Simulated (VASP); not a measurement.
Write the native input for VASP 6.6.1 that does the following.

```yaml
Task: single point
Functional: PBE
Potentials_or_basis: VASP PAW PBE potentials, release 64 (Tl_d, Os)
Cutoff: 600 eV
k_mesh: 12 × 12 × 4
Occupations: gaussian, width 0.1 eV
Spin: no spin polarisation
Dipole_correction: no
Further_INCAR_settings: ALGO = Normal; EDIFF = 1e-06; NBANDS = 38
```

The structure of TlOs2 lies in POSCAR:

```
TlOs2
1.0
    2.9049959189      0.0000000000      0.0000000000
   -1.4524979594      2.5158002637      0.0000000000
    0.0000000000      0.0000000000     14.1154635225
Tl Os
2 4
Direct
    0.3333333333      0.6666666667      0.2500000000
    0.6666666667      0.3333333333      0.7500000000
    0.3333333333      0.6666666667      0.5706809559
    0.6666666667      0.3333333333      0.0706809559
    0.3333333333      0.6666666667      0.9293190441
    0.6666666667      0.3333333333      0.4293190441
```

One way to write it, as run:

INCAR

```
PREC     = Accurate       # precision mode
ENCUT    = 600            # plane-wave cutoff, eV
EDIFF    = 1E-6           # SCF threshold, eV
ISMEAR   = 0              # smearing method
SIGMA    = 0.1            # smearing width, eV
LREAL    = F              # projectors in reciprocal space
LASPH    = T              # aspherical terms in the spheres
NELM     = 120            # most SCF steps
ALGO     = Normal         # electronic algorithm
ISIF     = 2              # what is computed and relaxed
LWAVE    = F              # write WAVECAR
LCHARG   = T              # write CHGCAR
GGA      = PE             # functional
LELF     = T              # ELF
LVHAR    = T            
NBANDS   = 38             # bands
GGA_COMPAT= F
```

KPOINTS

```
Automatic mesh
0
Gamma
  12 12 4
```

Potentials or basis: VASP PAW PBE potentials, release 64 (Tl_d, Os).

The run is started by

```sh
$ cat potpaw_PBE.64/Tl_d/POTCAR potpaw_PBE.64/Os/POTCAR > POTCAR
$ mpirun -np 1 vasp_std > vasp.out
```

It gave:

```json
{"Pressure": "-0.1 GPa", "Largest force": "0.047 eV/Å", "Band gap on the k mesh": "zero (bands 29 and 30 overlap by 1.63 eV)"}
```

Caveat: spin-orbit coupling is left out, which moves the levels of the heavy elements.

Wall time 4.8 min on 1 thread of Intel Xeon 8259CL, with other jobs on the host, peak memory 0.4 GiB.
